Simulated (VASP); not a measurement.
The system is AlGa2P3.

```
CELL_PARAMETERS angstrom
3.74880 0.00000 0.00000
-1.87440 3.24656 0.00000
0.00000 0.00000 18.53928
ATOMIC_POSITIONS crystal
Al 0.66667 0.33333 0.83335
Al 0.33333 0.66667 0.33335
Ga 0.66667 0.33333 0.16668
Ga 0.66667 0.33333 0.50002
Ga 0.33333 0.66667 0.00002
Ga 0.33333 0.66667 0.66668
P 0.66667 0.33333 0.29132
P 0.66667 0.33333 0.62465
P 0.66667 0.33333 0.95798
P 0.33333 0.66667 0.12465
P 0.33333 0.66667 0.45798
P 0.33333 0.66667 0.79132
```

* Program: VASP 6.6.1
* Task: relaxation of cell and atoms
* Functional: PBE
* Potentials or basis: VASP PAW PBE potentials, release 64 (Al, Ga_d, P)
* Cutoff: 600 eV
* k mesh: 6 × 6 × 1
* Occupations: gaussian, width 0.1 eV
* Spin: no spin polarisation

At the start: pressure 10.3 GPa; volume 18.80 Å³/atom.

Where does the relaxation end?

Over 5 steps the energy falls by 60.6 meV/atom and the volume is 20.84 Å³/atom (+10.8 %); space group P6_3mc (No. 186, to 0.1 Å) before and after.

Step by step:
```
step  energy change (eV)  largest force (eV/Å)  pressure (GPa)  volume (Å³)
   1              0.0000                0.0699           10.28       225.64
   2             -0.4780                0.1122           -4.52       267.35
   3             -0.7262                0.0753           -0.02       250.53
   4             -0.7260                0.0741            0.15       250.01
   5             -0.7267                0.0275            0.14       250.04
```

Final structure:
```
Al Ga P
1.0
     3.88014    0.00000    0.00000
    -1.94007    3.36030    0.00000
     0.00000    0.00000   19.17708
Al Ga P
2 4 6
Direct
  0.66667 0.33333 0.83315
  0.33333 0.66667 0.33315
  0.66667 0.33333 0.16669
  0.66667 0.33333 0.50013
  0.33333 0.66667 0.00013
  0.33333 0.66667 0.66669
  0.66667 0.33333 0.29150
  0.66667 0.33333 0.62468
  0.66667 0.33333 0.95786
  0.33333 0.66667 0.12468
  0.33333 0.66667 0.45786
  0.33333 0.66667 0.79150
```
